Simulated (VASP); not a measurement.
**WS2: single point with PBEsol**

Crystal: WS2.

```
W S
1.0
     1.59741    0.92227    6.37046
    -1.59741    0.92227    6.37046
     0.00000   -1.84453    6.37046
W S
1 2
Direct
  0.99933 0.99933 0.99933
  0.74796 0.74796 0.74796
  0.58401 0.58401 0.58401
```

This cell differs from its parent crystal: strain +0.015 along x and y, +0.000 along z.

* Program: VASP 6.6.1
* Task: single point
* Functional: PBEsol
* Potentials or basis: VASP PAW PBE potentials, release 64 (W_sv, S)
* Cutoff: 520 eV
* k mesh: 12 × 12 × 12
* Occupations: gaussian, width 0.05 eV
* Spin: no spin polarisation

```yaml
Pressure: -4.4 GPa
Largest_force: 0.310 eV/Å
Band_gap_on_the_k_mesh: 1.13 eV (least direct gap 1.77 eV)
```

Forces in eV/Å, atoms in the order of the input:
```
W    0.000  0.000  0.000
S    0.000  0.000 -0.310
S    0.000  0.000  0.310
```

Stress tensor (GPa, compression positive):
```
-5.11  0.00  0.00
 0.00 -5.11  0.00
 0.00  0.00 -2.91
```

Levels at points of the mesh, in eV from the valence-band top:
| k point | band 11 | band 12 | band 13 | band 14 | band 15 | band 16 |
| --- | --- | --- | --- | --- | --- | --- |
| (0.00, 0.00, 0.00) | -2.22 | -1.62 | -1.03 | 2.24 | 2.24 | 2.50 |
| (0.50, 0.00, 0.00) | -2.47 | -1.80 | -1.58 | 2.23 | 2.58 | 3.57 |
| (0.50, 0.50, 0.00) | -2.94 | -1.93 | -1.45 | 2.20 | 2.69 | 3.20 |
| (0.50, 0.50, 0.50) | -2.20 | -2.20 | 0.00 | 2.30 | 2.30 | 2.41 |

Wall time 5.6 min on 1 thread of Intel(R) Xeon(R) 6975P-C (Granite Rapids), on a shared host, peak memory 0.47 GiB.

Caveat: the cell differs from its parent crystal (strain +0.015 along x and y, +0.000 along z); the cell stands under tension; the PAW data sets were made with another functional, which shifts forces and pressure a little; spin-orbit coupling is left out, which moves the levels of the heavy elements. A k mesh can miss the band edges.
